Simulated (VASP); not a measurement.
Wanted: the native input for a VASP 6.6.1 run.

- Task: single point
- Functional: PBE
- Potentials or basis: VASP PAW PBE potentials, release 64 (Cu)
- Cutoff: 520 eV
- k mesh: 20 × 20 × 20
- Occupations: gaussian, width 0.1 eV
- Spin: no spin polarisation
- Dipole correction: no
- Further INCAR settings: ALGO = Normal; EDIFF = 1e-07; NBANDS = 12

The structure of Cu lies in POSCAR:

```
Cu
1.0
    0.0000000000      1.7784231700      1.7784231700
    1.7784231700      0.0000000000      1.7784231700
    1.7784231700      1.7784231700      0.0000000000
Cu
1
Direct
    0.0000000000      0.0000000000      0.0000000000
```

These files were run (other wordings do the same):

INCAR

```
ALGO = Normal
EDIFF = 1E-7
ENCUT = 520
GGA = PE
ISIF = 2
ISMEAR = 0
LASPH = True
LCHARG = False
LREAL = False
LWAVE = False
NBANDS = 12
NELM = 80
PREC = Accurate
SIGMA = 0.1
```

KPOINTS

```
k-points
0
Gamma
  20 20 20
```

Potentials or basis: VASP PAW PBE potentials, release 64 (Cu).

Run with:

```sh
$ cat potpaw_PBE.64/Cu/POTCAR > POTCAR
$ mpirun -np 1 vasp_std > vasp.out
```

Results of the run:

```
Pressure : 10.5 GPa
```

Run time: 46 s on 1 thread of AMD EPYC 7R43 64-Core Processor (Zen 3) (shared host), peak memory 0.11 GiB.
